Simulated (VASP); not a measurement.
A run of VASP 6.6.1:

INCAR

```
SYSTEM = Hg
PREC = Accurate
ENCUT = 500
EDIFF = 1E-6
ISMEAR = 0
SIGMA = 0.1
LREAL = .False.
LASPH = .True.
NELM = 120
ALGO = Normal
ISIF = 2
LWAVE = .False.
LCHARG = .False.
GGA = PE
NELECT = 14.0
NBANDS = 12
GGA_COMPAT = .False.
```

KPOINTS

```
Automatic mesh
0
Gamma
  8 8 8
  0 0 0
```

Contents of POSCAR:

```
Hg
1.0
    0.0000000000      2.3919113801      2.3919113801
    2.3919113801      0.0000000000      2.3919113801
    2.3919113801      2.3919113801      0.0000000000
Hg
1
Direct
    0.0000000000      0.0000000000      0.0000000000
```

Potentials or basis: VASP PAW PBE potentials, release 64 (Hg).

Run with:

```console
$ cat potpaw_PBE.64/Hg/POTCAR > POTCAR
$ mpirun -np 1 vasp_std > vasp.out
```

Hardware: 1 thread of Intel(R) Xeon(R) Platinum 8259CL CPU @ 2.50GHz (Skylake/Cascade Lake) (shared host).

Question: Estimate the wall time of this run.

Answer: It took 11 s on 1 thread of Intel(R) Xeon(R) Platinum 8259CL CPU @ 2.50GHz (Skylake/Cascade Lake), on a shared host, peak memory 0.16 GiB. Counts: scf iterations 12, k points 29.
